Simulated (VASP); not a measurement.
TePb:

```
Pb Te
1.0
     0.00000    3.29437    3.29437
     3.29437    0.00000    3.29437
     3.29437    3.29437    0.00000
Pb Te
1 1
Direct
  0.00000 0.00000 0.00000
  0.50000 0.50000 0.50000
```

Program: VASP 6.6.1. Alike in all runs: task single point; potentials or basis VASP PAW PBE potentials, release 64 (Pb_d, Te); no spin polarisation; cell as given; k mesh 7 × 7 × 7; cutoff (eV) 520; smearing fermi-dirac 0.05 eV.

Q: Order these runs on this cell by their pressure, lowest first.
A. level RPBE+D3(BJ)
B. level PBEsol+D3(BJ)
C. level PBE+D4
D. level PBE exchange alone

A: A (-9.9 GPa), B (-4.0 GPa), C (-0.3 GPa), D (6.8 GPa).

Caveats: the PAW data sets were made with another functional, which shifts forces and pressure a little (some runs).
